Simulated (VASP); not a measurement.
# LaSb (Fm-3m) in VASP: relaxation of the atoms with LDA

Aim: the relaxation of the atoms of LaSb with LDA.

Program: VASP 6.6.1. These are calculated values, not measurements. Logs are shortened: lines on timing, memory, paths and dates and some standing lists are left out, and cuts for length are marked.

## 1. The cell of the first run

It takes space group Fm-3m (No. 225, cubic). Conventional cell: a = 6.490 Å, b = 6.490 Å, c = 6.490 Å, α = 90.00°, β = 90.00°, γ = 90.00°. Within 4.3 Å of La (site symmetry m-3m) lie 6 Sb at 3.25 Å. Within 4.3 Å of Sb (site symmetry m-3m) lie 6 La at 3.25 Å.

## 2. Relaxation of the atoms, LDA

The input, INCAR:

```
PREC = Accurate
ENCUT = 520
EDIFF = 1E-6
ISMEAR = -1
SIGMA = 0.05
LREAL = F
LASPH = T
NELM = 60
ALGO = Normal
ISIF = 2
LWAVE = F
LCHARG = F
GGA = CA
IBRION = 2
NSW = 50
EDIFFG = -0.01
```

The input, KPOINTS:

```
Automatic mesh
0
Gamma
  10 10 10
```

The input, POSCAR:

```
LaSb
1.0
    0.0000000000      3.2450000000      3.2450000000
    3.2450000000      0.0000000000      3.2450000000
    3.2450000000      3.2450000000      0.0000000000
La Sb
1 1
Direct
    0.0000000000      0.0000000000      0.0000000000
    0.5000000000      0.5000000000      0.5000000000
```

Potentials or basis: VASP PAW LDA potentials, release 64 (La, Sb).

Launch:

```bash
cat potpaw_LDA.64/La/POTCAR potpaw_LDA.64/Sb/POTCAR > POTCAR
mpirun -np 1 vasp_std > vasp.out
```

OUTCAR:

```text
PREC = Accurate
   ENCUT = 520
   EDIFF = 1E-6
   ISMEAR = -1
   LREAL = F
   LASPH = T
   NELM = 60
   ISIF = 2
   GGA = CA
   IBRION = 2
   NSW = 50
   EDIFFG = -0.01

 ion  position               nearest neighbor table
   1  0.000  0.000  0.000-   2 3.25   2 3.25   2 3.25   2 3.25   2 3.25   2 3.25
   2  0.500  0.500  0.500-   1 3.25   1 3.25   1 3.25   1 3.25   1 3.25   1 3.25

  LATTYP: Found a face centered cubic cell.
 ALAT       =     6.4900000000

  Lattice vectors:

 A1 = (   0.0000000000,   3.2450000000,   3.2450000000)
 A2 = (   3.2450000000,   0.0000000000,   3.2450000000)
 A3 = (   3.2450000000,   3.2450000000,   0.0000000000)

Analysis of symmetry for initial positions (statically):
=====================================================================
 Subroutine PRICEL returns:
 Original cell was already a primitive cell.

 Routine SETGRP: Setting up the symmetry group for a
 face centered cubic supercell.

 Subroutine GETGRP returns: Found 48 space group operations
 (whereof 48 operations were pure point group operations)
 out of a pool of 48 trial point group operations.

The static configuration has the point symmetry O_h .

Analysis of symmetry for dynamics (positions and initial velocities):
=====================================================================
 Subroutine PRICEL returns:
 Original cell was already a primitive cell.

 Routine SETGRP: Setting up the symmetry group for a
 face centered cubic supercell.

 Subroutine GETGRP returns: Found 48 space group operations
 (whereof 48 operations were pure point group operations)
 out of a pool of 48 trial point group operations.

The dynamic configuration has the point symmetry O_h .

 Subroutine INISYM returns: Found 48 space group operations
 (whereof 48 operations are pure point group operations),
 and found     1 'primitive' translations

----------------------------------------------------------------------------------------

                                     Primitive cell

  volume of cell :      68.3399

  direct lattice vectors                    reciprocal lattice vectors
     0.000000000  3.245000000  3.245000000    -0.154083205  0.154083205  0.154083205
     3.245000000  0.000000000  3.245000000     0.154083205 -0.154083205  0.154083205
     3.245000000  3.245000000  0.000000000     0.154083205  0.154083205 -0.154083205

  length of vectors
     4.589123010  4.589123010  4.589123010     0.266879940  0.266879940  0.266879940

  position of ions in fractional coordinates (direct lattice)
     0.000000000  0.000000000  0.000000000
[... 85 lines left out ...]
   ISYM   =      2    0-nonsym 1-usesym 2-fastsym
   POTIM  = 0.5000    time-step for ionic-motion
   TEBEG  =    0.0;   TEEND  =   0.0 temperature during run
   PSTRESS=    0.0 pullay stress
   NELECT =      16.0000    total number of electrons
   NUPDOWN=      -1.0000    fix difference up-down
   EMIN   =  10.00;   EMAX   =-10.00  energy-range for DOS
   EFERMI =   0.00;   METHOD = LEGACY
   ISMEAR =    -1;   SIGMA  =   0.05  broadening in eV -4-tet -1-fermi 0-gaus
   EFERMI_NEDOS =   21; number of points for ismear=-14 and -15
   IALGO  =     38    algorithm
   IMIX   =      4    mixing-type and parameters
     AMIX     =   0.40;   BMIX     =  1.00
     AMIX_MAG =   1.60;   BMIX_MAG =  1.00
  volume/ion in A,a.u.               =      34.17       230.59
  Fermi-wavevector in a.u.,A,eV,Ry     =   1.008998  1.906729 13.851767  1.018076
  Thomas-Fermi vector in A             =   2.141899
   LORBIT       =      0    0 simple, 1 ext, 2 COOP (PROOUT), +10 PAW based schemes
   GGA     = CA    functional components
   LHFCALC =     F    Hartree Fock is set to
   AEXX    =    0.0000 exact exchange contribution
   IVDW    =     0    specifies the selected vdW correction
   LEPSILON=     F    determine dielectric tensor
   LRPA    =     F    only Hartree local field effects (RPA)
 conjugate gradient relaxation of ions
 non-spin polarized calculation
  energy-cutoff  :      520.00
  volume of cell :       68.34
 maximum number of plane-waves:      1855
 NGX is ok and might be reduce to    36
   NGX = 17   NGY = 17   NGZ = 17

 number of electron      15.9999999 magnetization

 Free energy of the ion-electron system (eV)
  ---------------------------------------------------
  ext. energy  EPLUGINS =         0.00000000
  ---------------------------------------------------
  free energy    TOTEN  =       -12.89180283 eV

  energy without entropy =      -12.88994683  energy(sigma->0) =      -12.89087483

 E-fermi :   6.5175     XC(G=0):  -9.6084

 val. band max:        6.5063842270   @ k =   0.1000   0.1000   0.0000
 cond. band min:       6.6287723624   @ k =   0.3000   0.3000   0.0000
 fundamental gap:      0.1223881355
 Fermi energy:         6.5175114400

 k-point     1 :       0.0000    0.0000    0.0000
  band No.  band energies     occupation
      1     -25.8642      2.00000
      2      -9.5203      2.00000
      3      -9.5203      2.00000
      4      -9.5203      2.00000
      5      -2.4335      2.00000
      6       6.7140      0.03855
      7       6.7140      0.03855
      8       6.7140      0.03855
      9       7.7769      0.00000
     10       7.7769      0.00000
     11       7.7769      0.00000
     12       8.3401      0.00000
[... 331 lines left out ...]
 k-point    24 :       0.4000    0.3000    0.0000
  band No.  band energies     occupation
      1     -25.8436      2.00000
      2      -9.7413      2.00000
      3      -9.6040      2.00000
      4      -9.5951      2.00000
      5      -1.7412      2.00000
      6       4.4527      2.00000
      7       5.7525      2.00000
      8       6.0224      1.99990
      9       6.8638      0.00196
     10       8.5014      0.00000
     11       8.5257      0.00000
     12       8.5590      0.00000

 [... further k-points ...]
[... 5 lines left out ...]
  --------------------------------------------------------------------------------------
  -------------------------------------------------------------------------------------
  Total       -0.9645087     -0.9645087     -0.9645087      0.0000000      0.0000000     -0.0000000
  in kB      -22.6121907    -22.6121907    -22.6121907      0.0000000      0.0000000     -0.0000000
  external PRESSURE =     -22.6121907 kB  Pullay stress =       0.0000000 kB

 VOLUME and BASIS-vectors are now :
 -----------------------------------------------------------------------------
  energy-cutoff  :      520.00
  volume of cell :       68.34
      direct lattice vectors                 reciprocal lattice vectors
     0.000000000  3.245000000  3.245000000    -0.154083205  0.154083205  0.154083205
     3.245000000  0.000000000  3.245000000     0.154083205 -0.154083205  0.154083205
     3.245000000  3.245000000  0.000000000     0.154083205  0.154083205 -0.154083205

 POSITION                                       TOTAL-FORCE (eV/Angst)
 -----------------------------------------------------------------------------------
      0.00000      0.00000      0.00000        -0.000000      0.000000     -0.000000
      3.24500      3.24500      3.24500         0.000000     -0.000000      0.000000
 -----------------------------------------------------------------------------------
    total drift:                                0.000000      0.000000      0.000000

  FREE ENERGIE OF THE ION-ELECTRON SYSTEM (eV)
  ---------------------------------------------------
  free  energy   TOTEN  =       -12.8918028262 eV

  energy  without entropy=      -12.8899468268  energy(sigma->0) =      -12.89087483

 reached required accuracy - stopping structural energy minimisation
```

OSZICAR:

```text
N       E                     dE             d eps       ncg     rms          rms(c)
DAV:   1     0.137433331203E+03    0.13743E+03   -0.55633E+03  1128   0.159E+03
DAV:   2    -0.146647206637E+01   -0.13890E+03   -0.13553E+03  1648   0.233E+02
DAV:   3    -0.123220274525E+02   -0.10856E+02   -0.10759E+02  1492   0.103E+02
DAV:   4    -0.129838140496E+02   -0.66179E+00   -0.65500E+00  2180   0.206E+01
DAV:   5    -0.130086779414E+02   -0.24864E-01   -0.24837E-01  1608   0.419E+00    0.361E+00
DAV:   6    -0.129123360799E+02    0.96342E-01   -0.19563E-01  1768   0.254E+00    0.223E+00
DAV:   7    -0.128930840006E+02    0.19252E-01   -0.80449E-02  1928   0.181E+00    0.704E-01
DAV:   8    -0.128920978484E+02    0.98615E-03   -0.15074E-02  1896   0.101E+00    0.134E-01
DAV:   9    -0.128918056061E+02    0.29224E-03   -0.19283E-03  1960   0.423E-01    0.501E-02
DAV:  10    -0.128917997109E+02    0.58952E-05   -0.16633E-04  2016   0.114E-01    0.210E-02
DAV:  11    -0.128918024821E+02   -0.27712E-05   -0.11706E-05  1928   0.311E-02    0.440E-03
DAV:  12    -0.128918028262E+02   -0.34409E-06   -0.97435E-07  1144   0.116E-02
   1 F= -.12891803E+02 E0= -.12890875E+02  d E =-.128918E+02
```

CONTCAR:

```text
LaSb
   1.00000000000000
     0.0000000000000000    3.2450000000000001    3.2450000000000001
     3.2450000000000001    0.0000000000000000    3.2450000000000001
     3.2450000000000001    3.2450000000000001    0.0000000000000000
  La              Sb
     1     1
Direct
     0.0000000000000000    0.0000000000000000    0.0000000000000000
     0.5000000000000000    0.5000000000000000    0.5000000000000000

  0.00000000E+00  0.00000000E+00  0.00000000E+00
  0.00000000E+00  0.00000000E+00  0.00000000E+00
```

Run time: 45 s. Hardware: 1 thread of Intel Xeon Platinum 8488C (Sapphire Rapids), shared host; peak memory 0.21 GiB.

What came out:

| Item | Value |
| --- | --- |
| Free energy | -12.8918 eV |
| Pressure after relaxing | -2.3 GPa |
| Band gap on the k mesh | zero (bands 8 and 9 overlap by 0.46 eV) |

Final structure:
```cif
data_structure
_symmetry_space_group_name_H-M 'P 1'
_symmetry_Int_Tables_number 1
_cell_length_a 4.5891
_cell_length_b 4.5891
_cell_length_c 4.5891
_cell_angle_alpha 60.000
_cell_angle_beta 60.000
_cell_angle_gamma 60.000
_cell_volume 68.34
loop_
_atom_site_label
_atom_site_type_symbol
_atom_site_fract_x
_atom_site_fract_y
_atom_site_fract_z
_atom_site_occupancy
La1 La 0.00000 0.00000 0.00000 1
Sb1 Sb 0.50000 0.50000 0.50000 1
```

Caveat: the relaxation stopped at its first step, so nothing moved; semilocal functionals underestimate gaps, and a narrow one can read as zero; spin-orbit coupling is left out, which moves the levels of the heavy elements.

The gap in the log of VASP goes by the Fermi energy; the results here count the filled bands.